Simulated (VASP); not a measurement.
# HfO2 (Fm-3m) in VASP: settings compared, part 2 of 2

VASP 6.6.1. The steps go on from the part before.

### 5 Single point, PBEsol+U

File INCAR:

```
ALGO     = Normal         # electronic algorithm
EDIFF    = 1E-6           # SCF threshold, eV
ENCUT    = 520            # plane-wave cutoff, eV
GGA      = PS             # functional
ISIF     = 2              # what is computed and relaxed
ISMEAR   = -1             # smearing method
LASPH    = True           # aspherical terms in the spheres
LCHARG   = True           # write CHGCAR
LDAU     = True           # DFT+U
LDAUJ    = 0 0          
LDAUL    = 2 -1           # shell
LDAUPRINT= 1            
LDAUTYPE = 2            
LDAUU    = 2 0            # U, eV
LELF     = True           # ELF
LMAXMIX  = 4              # l up to which the mixer works
LREAL    = False          # projectors in reciprocal space
LVHAR    = True         
LWAVE    = False          # write WAVECAR
NBANDS   = 18             # bands
NELM     = 150            # most SCF steps
PREC     = Accurate       # precision mode
SIGMA    = 0.05           # smearing width, eV
```

File KPOINTS:

```
k-points
0
Gamma
  9 9 9
```

File POSCAR:

```
HfO2
1.0
    0.0000000000      2.5575000000      2.5575000000
    2.5575000000      0.0000000000      2.5575000000
    2.5575000000      2.5575000000      0.0000000000
Hf O
1 2
Direct
    0.0000000000      0.0000000000      0.0000000000
    0.7500000000      0.7500000000      0.7500000000
    0.2500000000      0.2500000000      0.2500000000
```

Launch:

```
> cat potpaw_PBE.64/Hf_pv/POTCAR potpaw_PBE.64/O/POTCAR > POTCAR
> mpirun -np 1 vasp_std > vasp.out
```

Run time: 39 s. Hardware: 1 thread of Intel Xeon 8259CL, shared host; peak memory 0.17 GiB.

Results (log left out):

| Quantity | Value |
| --- | --- |
| Free energy | -30.4342 eV |
| Pressure | -8.2 GPa |
| Band gap on the k mesh | 3.96 eV (least direct gap 4.08 eV) |

Levels at points of the mesh, in eV from the valence-band top:
```tsv
k point	band 7	band 8	band 9	band 10	band 11	band 12	band 13	band 14	band 15	band 16
(0.00, 0.00, 0.00)	-5.09	-5.09	-0.56	-0.56	-0.56	4.23	4.23	5.38	10.38	10.38
```

Eigenvalues of the final occupation matrices:
| site | spin | trace | eigenvalues |
| --- | --- | --- | --- |
| site 1 d | 1 | 0.65 | 0.06 0.06 0.18 0.18 0.18 |
| site 1 d | 2 | 0.65 | 0.06 0.06 0.18 0.18 0.18 |

Caveat: the cell stands under tension; the PAW data sets were made with another functional, which shifts forces and pressure a little; spin-orbit coupling is left out, which moves the levels of the heavy elements; an odd mesh through Γ misses points on the zone boundary, where band edges can lie.

### 6 Single point, PBE-based screened hybrid with 15 % exact exchange

POSCAR is that of step 5.

File INCAR.step1:

```
PREC = Accurate
ENCUT = 520
EDIFF = 1E-5
ISMEAR = -1
SIGMA = 0.05
LREAL = False
LASPH = True
NELM = 100
ALGO = Normal
ISIF = 2
LWAVE = True
LCHARG = False
GGA = PE
NBANDS = 18
```

File INCAR.step2:

```
PREC = Accurate
ENCUT = 520
EDIFF = 1E-7
ISMEAR = -1
SIGMA = 0.05
LREAL = False
LASPH = True
NELM = 100
ALGO = Normal
ISIF = 2
LWAVE = False
LCHARG = False
GGA = PE
LHFCALC = True
AEXX = 0.15
HFSCREEN = 0.2078699
PRECFOCK = Normal
ISTART = 1
NBANDS = 18
```

File KPOINTS:

```
regular mesh
0
Gamma
  5 5 5
```

Potentials or basis: VASP PAW PBE potentials, release 64 (Hf_pv, O).

Launch:

```
> cat potpaw_PBE.64/Hf_pv/POTCAR potpaw_PBE.64/O/POTCAR > POTCAR
> cp INCAR.step1 INCAR
> mpirun -np 1 vasp_std > vasp.out
> cp INCAR.step2 INCAR
> mpirun -np 1 vasp_std > vasp.out
```

OUTCAR:

```text
PREC = Accurate
   ENCUT = 520
   EDIFF = 1E-7
   ISMEAR = -1
   LREAL = False
   LASPH = True
   NELM = 100
   ISIF = 2
   GGA = PE
   LHFCALC = True
   AEXX = 0.15
   HFSCREEN = 0.2078699
   PRECFOCK = Normal
   ISTART = 1

 ion  position               nearest neighbor table
   1  0.000  0.000  0.000-   2 2.21   2 2.21   2 2.21   2 2.21   3 2.21   3 2.21   3 2.21   3 2.21

   2  0.750  0.750  0.750-   1 2.21   1 2.21   1 2.21   1 2.21
   3  0.250  0.250  0.250-   1 2.21   1 2.21   1 2.21   1 2.21

  LATTYP: Found a face centered cubic cell.
 ALAT       =     5.1150000000

  Lattice vectors:

 A1 = (   0.0000000000,   2.5575000000,   2.5575000000)
 A2 = (   2.5575000000,   0.0000000000,   2.5575000000)
 A3 = (   2.5575000000,   2.5575000000,   0.0000000000)

Analysis of symmetry for initial positions (statically):
=====================================================================
 Subroutine PRICEL returns:
 Original cell was already a primitive cell.

 Routine SETGRP: Setting up the symmetry group for a
 face centered cubic supercell.

 Subroutine GETGRP returns: Found 48 space group operations
 (whereof 48 operations were pure point group operations)
 out of a pool of 48 trial point group operations.

The static configuration has the point symmetry O_h .

Analysis of symmetry for dynamics (positions and initial velocities):
=====================================================================
 Subroutine PRICEL returns:
 Original cell was already a primitive cell.

 Routine SETGRP: Setting up the symmetry group for a
 face centered cubic supercell.

[... 109 lines left out ...]
   IMIX   =      1    mixing-type and parameters
     AMIX     =   0.40;   BMIX     =  1.00
     AMIX_MAG =   1.60;   BMIX_MAG =  1.00
  volume/ion in A,a.u.               =      11.15        75.26
  Fermi-wavevector in a.u.,A,eV,Ry     =   1.423607  2.690227 27.574337  2.026657
  Thomas-Fermi vector in A             =   2.544186
   LORBIT       =      0    0 simple, 1 ext, 2 COOP (PROOUT), +10 PAW based schemes
   GGA     = PE    functional components
   LHFCALC =     T    Hartree Fock is set to
   PRECFOCK=normal    Normal, Fast or Accurate (Low or Medium for compatibility)
   ENCUT4O =  -1.0   cutoff for four orbital integrals eV
   NKREDX  =     1    reduce k-point grid by
   NKREDY  =     1    reduce k-point grid by
   NKREDZ  =     1    reduce k-point grid by
   AEXX    =    0.1500 exact exchange contribution
   HFSCREEN=    0.2079 screening length (either q_TF or 0.3 A-1)
   HFSCREENC=   0.2079 screening length for correlation (either q_TF or 0.3 A-1)
   ENCUTFOCK=  -1.0 apply spherical cutoff to Coloumb kernel
   IVDW    =     0    specifies the selected vdW correction
   LEPSILON=     F    determine dielectric tensor
   LRPA    =     F    only Hartree local field effects (RPA)
 non-spin polarized calculation
  energy-cutoff  :      520.00
  volume of cell :       33.46
 maximum number of plane-waves:       914
  NGX = 24; NGY = 24; NGZ = 24

 number of electron      21.9999993 magnetization

 Free energy of the ion-electron system (eV)
  ---------------------------------------------------
  ext. energy  EPLUGINS =         0.00000000
  ---------------------------------------------------
  free energy    TOTEN  =       -33.78725320 eV

  energy without entropy =      -33.78725320  energy(sigma->0) =      -33.78725320

 E-fermi :   4.3748     XC(G=0): -10.4299

 val. band max:        3.2445498058   @ k =  -0.4000   0.4000   0.0000
 cond. band min:       8.1878843321   @ k =   0.0000   0.0000   0.0000
 fundamental gap:      4.9433345263
 Fermi energy:         4.3748187869

 k-point     1 :       0.0000    0.0000    0.0000
  band No.  band energies     occupation
      1     -27.3033      2.00000
      2     -27.3033      2.00000
      3     -27.3033      2.00000
      4     -16.1582      2.00000
      5     -13.1579      2.00000
      6      -2.0016      2.00000
[... 187 lines left out ...]
      5     -14.2291      2.00000
      6      -1.9376      2.00000
[... 10 lines left out ...]
     17      16.2419      0.00000
     18      17.9920      0.00000

------------------------ aborting loop because EDIFF is reached ----------------------------------------

  FORCE on cell =-STRESS in cart. coord.  units (eV):
  Direction    XX          YY          ZZ          XY          YZ          ZX
  --------------------------------------------------------------------------------------
  -------------------------------------------------------------------------------------
  Total       -2.1747879     -2.1747879     -2.1747879      0.0000000     -0.0000000      0.0000000
  in kB     -104.1479122   -104.1479122   -104.1479122      0.0000000     -0.0000000      0.0000000
  external PRESSURE =    -104.1479122 kB  Pullay stress =       0.0000000 kB

 VOLUME and BASIS-vectors are now :
 -----------------------------------------------------------------------------
  energy-cutoff  :      520.00
  volume of cell :       33.46
      direct lattice vectors                 reciprocal lattice vectors
     0.000000000  2.557500000  2.557500000    -0.195503421  0.195503421  0.195503421
     2.557500000  0.000000000  2.557500000     0.195503421 -0.195503421  0.195503421
     2.557500000  2.557500000  0.000000000     0.195503421  0.195503421 -0.195503421

 POSITION                                       TOTAL-FORCE (eV/Angst)
 -----------------------------------------------------------------------------------
      0.00000      0.00000      0.00000         0.000000      0.000000      0.000000
      3.83625      3.83625      3.83625        -0.000000     -0.000000     -0.000000
      1.27875      1.27875      1.27875        -0.000000      0.000000      0.000000
 -----------------------------------------------------------------------------------
    total drift:                                0.000000      0.000000      0.000000

  FREE ENERGIE OF THE ION-ELECTRON SYSTEM (eV)
  ---------------------------------------------------
  free  energy   TOTEN  =       -33.7872532040 eV

  energy  without entropy=      -33.7872532039  energy(sigma->0) =      -33.78725320
```

OUTCAR.step1:

```text
PREC = Accurate
   ENCUT = 520
   EDIFF = 1E-5
   ISMEAR = -1
   LREAL = False
   LASPH = True
[... 417 lines left out ...]
      0.00000      0.00000      0.00000        -0.000000      0.000000     -0.000000
      3.83625      3.83625      3.83625        -0.000000     -0.000000     -0.000000
      1.27875      1.27875      1.27875         0.000000      0.000000      0.000000
 -----------------------------------------------------------------------------------
    total drift:                                0.000000      0.000000      0.000000

  FREE ENERGIE OF THE ION-ELECTRON SYSTEM (eV)
  ---------------------------------------------------
  free  energy   TOTEN  =       -30.2335990323 eV

  energy  without entropy=      -30.2335990323  energy(sigma->0) =      -30.23359903
```

OSZICAR.step1:

```text
N       E                     dE             d eps       ncg     rms          rms(c)
DAV:   1     0.935892088935E+02    0.93589E+02   -0.13065E+04   360   0.122E+03
DAV:   2    -0.321273362189E+02   -0.12572E+03   -0.12314E+03   474   0.294E+02
DAV:   3    -0.360391615642E+02   -0.39118E+01   -0.38938E+01   406   0.466E+01
DAV:   4    -0.360633698000E+02   -0.24208E-01   -0.24191E-01   454   0.395E+00
DAV:   5    -0.360635336205E+02   -0.16382E-03   -0.16382E-03   382   0.311E-01    0.453E+01
DAV:   6    -0.303830642998E+02    0.56805E+01   -0.20866E+01   366   0.321E+01    0.399E+01
DAV:   7    -0.302762692582E+02    0.10680E+00   -0.67990E-01   396   0.681E+00    0.285E+01
DAV:   8    -0.302598151932E+02    0.16454E-01   -0.34489E-01   388   0.529E+00    0.101E+01
DAV:   9    -0.302331906195E+02    0.26625E-01   -0.74862E-02   378   0.235E+00    0.275E+00
DAV:  10    -0.302335528537E+02   -0.36223E-03   -0.34224E-03   412   0.444E-01    0.134E-01
DAV:  11    -0.302335837952E+02   -0.30942E-04   -0.18939E-04   402   0.115E-01    0.234E-01
DAV:  12    -0.302335981432E+02   -0.14348E-04   -0.40965E-05   388   0.426E-02    0.451E-03
DAV:  13    -0.302335990323E+02   -0.88919E-06   -0.13794E-06   268   0.882E-03
   1 F= -.30233599E+02 E0= -.30233599E+02  d E =-.797804E-11
```

It took 18 min on 1 thread of Intel Xeon Platinum 8488C (Sapphire Rapids), shared host; peak memory 0.28 GiB.

What came out:

- Free energy: -33.7873 eV
- Pressure: -10.4 GPa
- Band gap on the k mesh: 4.94 eV (least direct gap 5.26 eV)

Levels at points of the mesh, in eV from the valence-band top:
```tsv
k point	band 9	band 10	band 11	band 12	band 13	band 14
(0.00, 0.00, 0.00)	-0.43	-0.43	-0.43	4.94	4.94	6.75
```

Caveat: the k points lie up to 0.43 Å⁻¹ apart; the PAW data sets were made with another functional, which shifts forces and pressure a little; spin-orbit coupling is left out, which moves the levels of the heavy elements; an odd mesh through Γ misses points on the zone boundary, where band edges can lie.

### 7 Summary

```tsv
task	level	U	cell	k mesh	cutoff (eV)	smearing	grid for exact exchange (PRECFOCK)	share of exact exchange	screening parameter	gap on the mesh (eV)	pressure (GPa)	relaxed volume (Å³/atom)
relaxation of cell and atoms	revPBE+D3(BJ)	-	relaxed	9 × 9 × 9	600	fermi-dirac 0.05 eV	-	-	-	4.02	-0.1	10.72
relaxation of cell and atoms	revPBE+D4	-	relaxed	9 × 9 × 9	600	fermi-dirac 0.05 eV	-	-	-	4.02	-0.1	10.72
single point	PBE	-	as given	4 × 4 × 4	520	fermi-dirac 0.04 eV	-	-	-	3.73	-6.0	-
single point	PBEsol+U	Hf d U = 2.0 eV	as given	9 × 9 × 9	520	fermi-dirac 0.05 eV	-	-	-	3.96	-8.2	-
single point	PBE-based screened hybrid with 15 % exact exchange	-	as given	5 × 5 × 5	520	fermi-dirac 0.05 eV	Normal	0.15	0.20787 1/Å	4.94	-10.4	-
```

Alike in all rows: potentials or basis VASP PAW PBE potentials, release 64 (Hf_pv, O); no spin polarisation.

Caveats: some runs use coarse meshes; spin-orbit coupling is left out, which moves the levels of the heavy elements; the PAW data sets were made with another functional, which shifts forces and pressure a little (at least some runs); an odd mesh through Γ misses points on the zone boundary, where band edges can lie (at least some runs); the cell stands under tension (at least some runs).

Absolute energies hang on the potentials; compare differences alone.
